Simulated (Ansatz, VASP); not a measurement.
# MgO in VASP and in Ansatz

POSCAR

```
MgO
1.0
    0.0000000000      2.3195132437      1.8092203301
    2.3195132437      0.0000000000      1.8092203301
    2.3195132437      2.3195132437      0.0000000000
Mg O
1 1
Direct
    0.0000000000      0.0000000000      0.0000000000
    0.5000000000      0.5000000000      0.5000000000
```

Contents of INCAR.step1:

```
SYSTEM = MgO
ALGO = Normal
EDIFF = 1E-4
ENCUT = 520
GGA = PE
ISMEAR = 0
LASPH = .True.
LCHARG = .False.
LREAL = .False.
LWAVE = .True.
NBANDS = 11
NELM = 60
PREC = Accurate
SIGMA = 0.05
```

Contents of INCAR.step2:

```
SYSTEM = MgO
ALGO = Normal
EDIFF = 1E-7
ENCUT = 520
ISIF = 2
ISMEAR = 0
ISTART = 1
LASPH = .True.
LCHARG = .True.
LELF = .True.
LMIXTAU = .True.
LREAL = .False.
LVHAR = .True.
LWAVE = .False.
METAGGA = R2SCAN
NBANDS = 11
NELM = 60
PREC = Accurate
SIGMA = 0.05
```

File KPOINTS:

```
k-points
0
Gamma
  10 10 10
  0 0 0
```

Input for Ansatz:

```yaml
crystal:
  lattice:
    - [0.0, 2.3195132437, 1.8092203301]
    - [2.3195132437, 0.0, 1.8092203301]
    - [2.3195132437, 2.3195132437, 0.0]
  atoms:
    - { symbol: Mg, position: [0.0, 0.0, 0.0] }
    - { symbol: O, position: [0.5, 0.5, 0.5] }
basis:
  ecutwfc: 500
kpoints:
  mp_grid: { grid: [10, 10, 10] }
hamiltonian:
  xc: r2scan
scf:
  occupations: { method: gaussian, width: 0.05 }
output:
  forces: true
  stress: true
  eigenvalues: true
```

Alike in both runs: task single point; functional r2SCAN; k mesh 10 × 10 × 10; occupations gaussian, width 0.05 eV; no spin polarisation.

|  | VASP | Ansatz |
| --- | --- | --- |
| version | VASP 6.6.1 | Ansatz 0.2.0 |
| potentials or method | VASP PAW PBE potentials, release 64 (Mg, O), cutoff 520 eV | scalar-relativistic, plane waves, PAW |
| valence electrons in the cell | 8 | 16 |

Ansatz gave:

| Quantity | Value |
| --- | --- |
| gap on the k mesh at the Fermi level (eV) | 4.71 |
| least direct gap on the mesh (eV) | 4.71 |
| pressure (GPa) | 15.2 |
| traceless stress, the component that is largest in VASP (GPa) | 53.11 |

Problem. Which values does VASP return?

Solution. gap on the k mesh at the Fermi level (eV): 4.69; least direct gap on the mesh (eV): 4.69; pressure (GPa): 14.9; traceless stress, the component that is largest in VASP (GPa): 53.94.

VASP's potentials were made for PBE, not for r2SCAN. The functional is the same, so the differences come from potentials, cutoffs and numerics. VASP's potentials hold 8 valence electrons a cell and Ansatz's 16, so a difference there can come from the potentials and not from the codes.
